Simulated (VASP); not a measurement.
A run of VASP 6.6.1 is set up as follows.

INCAR

```
PREC     = Accurate       # precision mode
ENCUT    = 520            # plane-wave cutoff, eV
EDIFF    = 1E-7           # SCF threshold, eV
ISMEAR   = 0              # smearing method
SIGMA    = 0.15           # smearing width, eV
LREAL    = F              # projectors in reciprocal space
LASPH    = T              # aspherical terms in the spheres
NELM     = 60             # most SCF steps
ALGO     = Fast           # electronic algorithm
ISIF     = 2              # what is computed and relaxed
LWAVE    = F              # write WAVECAR
LCHARG   = F              # write CHGCAR
GGA      = PS             # functional
NBANDS   = 14             # bands
```

KPOINTS

```
Automatic mesh
0
Gamma
  22 22 22
```

The input POSCAR:

```
Rh
1.0
    0.0000000000      1.8445035000      1.9015500000
    1.8445035000      0.0000000000      1.9015500000
    1.8445035000      1.8445035000      0.0000000000
Rh
1
Direct
    0.0000000000      0.0000000000      0.0000000000
```

Potentials or basis: VASP PAW PBE potentials, release 64 (Rh_pv).

Run with:

```console
$ cat potpaw_PBE.64/Rh_pv/POTCAR > POTCAR
$ mpirun -np 1 vasp_std > vasp.out
```

(1) Estimate the pressure.

## Answers

(1) 14.2 GPa.

Caveat: the cell differs from its parent crystal (strain -0.030 along x and y, +0.000 along z); the PAW data sets were made with another functional, which shifts forces and pressure a little.
